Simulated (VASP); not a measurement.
Runs of VASP 6.6.1 on FeCu. The structure is orthorhombic, space group Cmmm (No. 65). The conventional cell has a = 2.877 Å, b = 3.976 Å, c = 4.138 Å, α = 90.00°, β = 90.00°, γ = 90.00°. Fe (site symmetry mmm) has 6 Fe at 2.45 to 2.88 Å and 8 Cu at 2.52 to 2.87 Å within 3.2 Å. Cu (site symmetry mmm) has 6 Cu at 2.45 to 2.88 Å and 8 Fe at 2.52 to 2.87 Å within 3.2 Å. 

```csv
spin,fixed moment (μB),k mesh for the DOS,occupations for the DOS,pressure (GPa),moment (μB)
"collinear, zero start",0.0,-,-,(b),0.00
off,-,-,-,-9.2,-
"collinear, ferromagnetic start",0.65,-,-,-7.2,0.65
"collinear, ferromagnetic start",-,18 × 18 × 11,tetrahedron,-,2.61
"collinear, ferromagnetic start",1.31,-,-,(a),1.31
```

Alike in all rows: task single point; level PBE; potentials or basis VASP PAW PBE potentials, release 64 (Fe, Cu); cell as given; k mesh 12 × 12 × 7; cutoff (eV) 520; smearing fermi-dirac 0.03 eV.

**Question.** Fill in the values left out.

**Answer.** (a) -5.9; (b) -9.3.

Caveats: the cell stands under tension (at least some runs); the total moment is fixed, so each spin has its own Fermi level (at least some runs); tetrahedron occupations give inexact forces and stress in metals (at least some runs).
